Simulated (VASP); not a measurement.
# Na2S: single point with PBEsol

The system is Na2S.

```
Na S
1.0
     0.00000    3.18426    3.18426
     3.18426    0.00000    3.18426
     3.18426    3.18426    0.00000
Na S
2 1
Cartesian
  1.5921 1.5921 1.5921
  4.7764 4.7764 4.7764
  0.0000 0.0000 0.0000
```

* Program: VASP 6.6.1
* Task: single point
* Functional: PBEsol
* Potentials or basis: VASP PAW PBE potentials, release 64 (Na_pv, S)
* Cutoff: 500 eV
* k mesh: 8 × 8 × 8
* Occupations: gaussian, width 0.02 eV
* Spin: no spin polarisation

```yaml
Pressure: 2.2 GPa
Band_gap_on_the_k_mesh: 2.63 eV
```

Levels at points of the mesh, in eV from the valence-band top:
| k point | band 7 | band 8 | band 9 | band 10 | band 11 | band 12 | band 13 | band 14 |
| --- | --- | --- | --- | --- | --- | --- | --- | --- |
| (0.00, 0.00, 0.00) | -10.25 | 0.00 | 0.00 | 0.00 | 2.63 | 7.94 | 7.94 | 7.94 |
| (0.50, 0.00, 0.00) | -9.94 | -1.82 | -0.14 | -0.14 | 5.04 | 6.63 | 7.23 | 7.23 |
| (0.50, 0.50, 0.00) | -9.84 | -1.62 | -0.50 | -0.50 | 3.73 | 6.19 | 9.05 | 10.19 |

It took 90 s on 1 thread of AMD EPYC 7R13, with other jobs on the host, peak memory 0.17 GiB.

Caveat: the PAW data sets were made with another functional, which shifts forces and pressure a little. PBEsol gaps usually lie below the measured ones, often by a third to a half.
